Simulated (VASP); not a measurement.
The system is ZnO (zincite).

```xyz
4
Lattice="3.2493 0.0000 0.0000 -1.6247 2.8140 0.0000 0.0000 0.0000 5.2057" Properties=species:S:1:pos:R:3 pbc="T T T"
Zn    1.6247    0.9380    0.0000
Zn    0.0000    1.8760    2.6029
O     0.0000    1.8760    4.5759
O     1.6247    0.9380    1.9730
```

Program: VASP 6.6.1. Alike in all runs: task single point; potentials or basis VASP PAW PBE potentials, release 64 (Zn, O); no spin polarisation; cell as given; cutoff (eV) 520.

Task: Order these runs on this cell by their band gap on the k mesh, lowest first.
A. level r2SCAN50; k mesh 5 × 5 × 3; smearing fermi-dirac 0.05 eV; grid for exact exchange (PRECFOCK) Normal
B. level r2SCAN; k mesh 5 × 5 × 3; smearing fermi-dirac 0.05 eV
C. level PBE; k mesh 9 × 9 × 5; smearing gaussian 0.029 eV
D. level BLYP; k mesh 9 × 9 × 5; smearing fermi-dirac 0.05 eV

Result: C (0.79 eV), D (0.96 eV), B (1.23 eV), A (5.92 eV).

Caveats: some runs use coarse meshes.
